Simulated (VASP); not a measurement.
Input of a VASP 6.6.1 run:

File INCAR:

```
SYSTEM = Rb3Sr
PREC = Accurate ; ENCUT = 520
EDIFF = 1E-6 ; ISMEAR = 1
SIGMA = 0.05 ; LREAL = .FALSE.
LASPH = .TRUE. ; NELM = 100
ALGO = Fast ; ISIF = 2
LWAVE = .FALSE. ; LCHARG = .TRUE.
LELF = .TRUE. ; LVHAR = .TRUE.
NBANDS = 26
```

KPOINTS

```
Automatic mesh
0
G
  3 3 4
  0 0 0
```

The input POSCAR:

```
Rb3Sr
1.0
   -3.4117710000      3.4117710000      6.9324600000
    3.4117710000     -3.4117710000      6.9324600000
    3.4117710000      3.4117710000     -6.9324600000
Sr Rb
1 3
Direct
    0.0042460000      0.0041300000      0.0073340000
    0.4967860000      0.4913260000     -0.0091390000
    0.2603630000      0.7496880000      0.5088580000
    0.7544540000      0.2559210000      0.5115430000
```

Potentials or basis: VASP PAW LDA potentials, release 64 (Sr_sv, Rb_sv).

Command:

```console
$ cat potpaw_LDA.64/Sr_sv/POTCAR potpaw_LDA.64/Rb_sv/POTCAR > POTCAR
$ mpirun -np 1 vasp_std > vasp.out
```

(1) Estimate the pressure.

(2) What does it give for the largest force?

Answers

(1) -0.6 GPa.

(2) 0.037 eV/Å.
